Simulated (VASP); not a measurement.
# Ca3Si2 (R-3c) in VASP: a series of runs, part 2 of 2

VASP 6.6.1. Earlier steps stand in the parts before.

## (3) Single point, PBE

This run uses another cell than the first one, of 29.46 Å³/atom, 1.265 times its volume.

INCAR

```
SYSTEM = Ca3Si2
  PREC = Accurate
  ENCUT = 520
  EDIFF = 1E-6
  ISMEAR = 0
  SIGMA = 0.1
  LREAL = .FALSE.
  LASPH = .TRUE.
  NELM = 100
  ALGO = Fast
  ISIF = 2
  LWAVE = .FALSE.
  LCHARG = .TRUE.
  GGA = PE
  LELF = .TRUE.
  LVHAR = .TRUE.
  NBANDS = 49
```

KPOINTS

```
Automatic mesh
0
G
  3 3 3
  0 0 0
```

POSCAR

```
Ca3Si2
1.0
    3.6396584800      2.1013578032      6.4205363941
   -3.6396584800      2.1013578032      6.4205363941
    0.0000000000     -4.2027156064      6.4205363940
Ca Si
6 4
Direct
    0.1345908047      0.3654091953      0.7500000000
    0.7500000000      0.1345908047      0.3654091953
    0.3654091953      0.7500000000      0.1345908047
    0.8654091953      0.6345908047      0.2500000000
    0.2500000000      0.8654091953      0.6345908047
    0.6345908047      0.2500000000      0.8654091953
    0.8108067715      0.8108067715      0.8108067715
    0.6891932285      0.6891932285      0.6891932285
    0.1891932285      0.1891932285      0.1891932285
    0.3108067715      0.3108067715      0.3108067715
```

Potentials or basis: VASP PAW PBE potentials, release 64 (Ca_sv, Si).

Launch:

```
> cat potpaw_PBE.64/Ca_sv/POTCAR potpaw_PBE.64/Si/POTCAR > POTCAR
> mpirun -np 1 vasp_std > vasp.out
```

OUTCAR:

```text
SYSTEM = Ca3Si2
   PREC = Accurate
   ENCUT = 520
   EDIFF = 1E-6
   ISMEAR = 0
   LREAL = .FALSE.
   LASPH = .TRUE.
   NELM = 100
   ISIF = 2
   GGA = PE

 ion  position               nearest neighbor table
   1  0.135  0.365  0.750-   7 3.03   8 3.03   9 3.05  10 3.05
   2  0.750  0.135  0.365-   7 3.03   8 3.03  10 3.05   9 3.05
   3  0.365  0.750  0.135-   8 3.03   7 3.03   9 3.05  10 3.05
   4  0.865  0.635  0.250-   9 3.03  10 3.03   7 3.05   8 3.05
   5  0.250  0.865  0.635-   9 3.03  10 3.03   8 3.05   7 3.05
   6  0.635  0.250  0.865-  10 3.03   9 3.03   7 3.05   8 3.05
   7  0.811  0.811  0.811-   8 2.34   2 3.03   1 3.03   3 3.03   4 3.05   6 3.05   5 3.05
   8  0.689  0.689  0.689-   7 2.34   3 3.03   1 3.03   2 3.03   4 3.05   5 3.05   6 3.05
   9  0.189  0.189  0.189-  10 2.34   5 3.03   4 3.03   6 3.03   1 3.05   3 3.05   2 3.05
  10  0.311  0.311  0.311-   9 2.34   6 3.03   4 3.03   5 3.03   1 3.05   2 3.05   3 3.05

  LATTYP: Found a trigonal (rhomboedric) cell.
 ALAT       =     7.6737283022
 COS(alpha) =     0.5500767587

  Lattice vectors:

 A1 = (   3.6396584800,   2.1013578032,   6.4205363941)
 A2 = (  -3.6396584800,   2.1013578032,   6.4205363941)
 A3 = (   0.0000000000,  -4.2027156064,   6.4205363940)

Analysis of symmetry for initial positions (statically):
=====================================================================
 Subroutine PRICEL returns:
 Original cell was already a primitive cell.

 Routine SETGRP: Setting up the symmetry group for a
 trigonal (rhombohedral) supercell.

 Subroutine GETGRP returns: Found 12 space group operations
 (whereof  6 operations were pure point group operations)
 out of a pool of 12 trial point group operations.

The static configuration has the point symmetry S_6 .
 The point group associated with its full space group is D_3d.

Analysis of symmetry for dynamics (positions and initial velocities):
=====================================================================
 Subroutine PRICEL returns:
 Original cell was already a primitive cell.

 Routine SETGRP: Setting up the symmetry group for a
 trigonal (rhombohedral) supercell.

 Subroutine GETGRP returns: Found 12 space group operations
 (whereof  6 operations were pure point group operations)
 out of a pool of 12 trial point group operations.

The dynamic configuration has the point symmetry S_6 .
 The point group associated with its full space group is D_3d.

 Subroutine INISYM returns: Found 12 space group operations
 (whereof  6 operations are pure point group operations),
 and found     1 'primitive' translations

----------------------------------------------------------------------------------------

                                     Primitive cell

  volume of cell :     294.6342

  direct lattice vectors                    reciprocal lattice vectors
     3.639658480  2.101357803  6.420536394     0.137375527  0.079313797  0.051916742
    -3.639658480  2.101357803  6.420536394    -0.137375527  0.079313797  0.051916742
     0.000000000 -4.202715606  6.420536394     0.000000000 -0.158627594  0.051916742

  length of vectors
[... 59 lines left out ...]
  0.333333  0.333333  0.333333      2.000000
 -0.333333  0.333333  0.333333      6.000000
   k-points           NKPTS =      6   k-points in BZ     NKDIM =      6   number of bands    NBANDS=     49
   number of dos      NEDOS =    301   number of ions     NIONS =     10
   total plane-waves  NPLWV = 216000
   dimension x,y,z NGX =    60 NGY =   60 NGZ =   60
   dimension x,y,z NGXF=   120 NGYF=  120 NGZF=  120
   ions per type =               6   4
   NGX,Y,Z   is equivalent  to a cutoff of  13.00, 13.00, 13.00 a.u.
   NGXF,Y,Z  is equivalent  to a cutoff of  26.00, 26.00, 26.00 a.u.
 SYSTEM =  Ca3Si2
   PREC   = accura    normal or accurate (medium, high low for compatibility)
   ISTART =      0    job   : 0-new  1-cont  2-samecut
   ICHARG =      2    charge: 1-file 2-atom 10-const
   ISPIN  =      1    spin polarized calculation?
   LNONCOLLINEAR =      F non collinear calculations
   LSORBIT =      F    spin-orbit coupling
   LASPH  =      T    aspherical Exc in radial PAW
   ENCUT  =  520.0 eV  38.22 Ry    6.18 a.u.  14.27 14.27 14.27*2*pi/ulx,y,z
   NELM   =    100;   NELMIN=  2; NELMDL= -5     # of ELM steps
   EDIFF  = 0.1E-05   stopping-criterion for ELM
   LREAL  =      F    real-space projection
   EDIFFG = 0.1E-04   stopping-criterion for IOM
   NSW    =      0    number of steps for IOM
   IBRION =     -1    ionic relax: 0-MD 1-quasi-New 2-CG
   NFREE  =      0    steps in history (QN), initial steepest desc. (CG)
   ISIF   =      2    stress and relaxation
   ISYM   =      2    0-nonsym 1-usesym 2-fastsym
   POTIM  = 0.5000    time-step for ionic-motion
   TEBEG  =    0.0;   TEEND  =   0.0 temperature during run
   PSTRESS=    0.0 pullay stress
   NELECT =      76.0000    total number of electrons
   NUPDOWN=      -1.0000    fix difference up-down
   EMIN   =  10.00;   EMAX   =-10.00  energy-range for DOS
   EFERMI =   0.00;   METHOD = LEGACY
   ISMEAR =     0;   SIGMA  =   0.10  broadening in eV -4-tet -1-fermi 0-gaus
   EFERMI_NEDOS =   21; number of points for ismear=-14 and -15
   IALGO  =     68    algorithm
   IMIX   =      4    mixing-type and parameters
     AMIX     =   0.40;   BMIX     =  1.00
     AMIX_MAG =   1.60;   BMIX_MAG =  1.00
  volume/ion in A,a.u.               =      29.46       198.83
  Fermi-wavevector in a.u.,A,eV,Ry     =   1.042121  1.969324 14.776157  1.086017
  Thomas-Fermi vector in A             =   2.176772
   LORBIT       =      0    0 simple, 1 ext, 2 COOP (PROOUT), +10 PAW based schemes
   GGA     = PE    functional components
   LHFCALC =     F    Hartree Fock is set to
   AEXX    =    0.0000 exact exchange contribution
   IVDW    =     0    specifies the selected vdW correction
   LEPSILON=     F    determine dielectric tensor
   LRPA    =     F    only Hartree local field effects (RPA)
 non-spin polarized calculation
 RMM-DIIS sequential band-by-band and
 Gauss-broadening in eV      SIGMA  =   0.10
  energy-cutoff  :      520.00
  volume of cell :      294.63
 maximum number of plane-waves:      7943
 NGX is ok and might be reduce to    60
   NGX = 29   NGY = 29   NGZ = 29

 number of electron      76.0000004 magnetization

 Free energy of the ion-electron system (eV)
  ---------------------------------------------------
  ext. energy  EPLUGINS =         0.00000000
  ---------------------------------------------------
  free energy    TOTEN  =       -35.93491314 eV

  energy without entropy =      -35.88894652  energy(sigma->0) =      -35.91192983

 E-fermi :   3.2185     XC(G=0):  -8.5517

 val. band max:        3.1989991110   @ k =   0.3333   0.0000   0.0000
 cond. band min:       3.2510122466   @ k =   0.3333   0.3333   0.3333
 fundamental gap:      0.0520131355
 Fermi energy:         3.2184636180

 k-point     1 :       0.0000    0.0000    0.0000
  band No.  band energies     occupation
      1     -37.9797      2.00000
      2     -37.9692      2.00000
      3     -37.9688      2.00000
      4     -37.9688      2.00000
      5     -37.9657      2.00000
      6     -37.9657      2.00000
[... 301 lines left out ...]
     48       5.5859      0.00000
     49       6.0422      0.00000

------------------------ aborting loop because EDIFF is reached ----------------------------------------

  FORCE on cell =-STRESS in cart. coord.  units (eV):
  Direction    XX          YY          ZZ          XY          YZ          ZX
  --------------------------------------------------------------------------------------
  -------------------------------------------------------------------------------------
  Total        0.2146192      0.2146192      0.1720925      0.0000000      0.0000000      0.0000000
  in kB        1.1670675      1.1670675      0.9358133      0.0000000      0.0000000      0.0000000
  external PRESSURE =       1.0899828 kB  Pullay stress =       0.0000000 kB

 VOLUME and BASIS-vectors are now :
 -----------------------------------------------------------------------------
  energy-cutoff  :      520.00
  volume of cell :      294.63
      direct lattice vectors                 reciprocal lattice vectors
     3.639658480  2.101357803  6.420536394     0.137375527  0.079313797  0.051916742
    -3.639658480  2.101357803  6.420536394    -0.137375527  0.079313797  0.051916742
     0.000000000 -4.202715606  6.420536394     0.000000000 -0.158627594  0.051916742

 POSITION                                       TOTAL-FORCE (eV/Angst)
 -----------------------------------------------------------------------------------
     -0.84010     -2.10136      8.02567         0.004765      0.000000     -0.000000
      2.23988      0.32313      8.02567        -0.002382      0.004126      0.000000
     -1.39978      1.77823      8.02567        -0.002382     -0.004126     -0.000000
      0.84010      2.10136     11.23594        -0.004765      0.000000     -0.000000
     -2.23988     -0.32313     11.23594         0.002382     -0.004126     -0.000000
      1.39978     -1.77823     11.23594         0.002382      0.004126      0.000000
      0.00000      0.00000     15.61744         0.000000      0.000000     -0.014791
      0.00000      0.00000     13.27497         0.000000     -0.000000      0.014791
      0.00000      0.00000      3.64417         0.000000     -0.000000      0.014791
      0.00000      0.00000      5.98664         0.000000      0.000000     -0.014791
 -----------------------------------------------------------------------------------
    total drift:                                0.000000     -0.000000     -0.000000

  FREE ENERGIE OF THE ION-ELECTRON SYSTEM (eV)
  ---------------------------------------------------
  free  energy   TOTEN  =       -35.9349131444 eV

  energy  without entropy=      -35.8889465189  energy(sigma->0) =      -35.91192983
```

Run time: 2.4 min. Hardware: 1 thread of AMD EPYC 9R45 (Zen 5), shared host; peak memory 0.47 GiB.

What came out:

```
Free energy            : -35.9349 eV
Pressure               : 0.1 GPa
Largest force          : 0.015 eV/Å
Band gap on the k mesh : zero (band 38 reaches 3.33 eV, above the bottom of band 39 at 2.83 eV)
```

Forces on the atoms (eV/Å):
```
Ca   0.005  0.000  0.000
Ca  -0.002  0.004  0.000
Ca  -0.002 -0.004  0.000
Ca  -0.005  0.000  0.000
Ca   0.002 -0.004  0.000
Ca   0.002  0.004  0.000
Si   0.000  0.000 -0.015
Si   0.000  0.000  0.015
Si   0.000  0.000  0.015
Si   0.000  0.000 -0.015
```
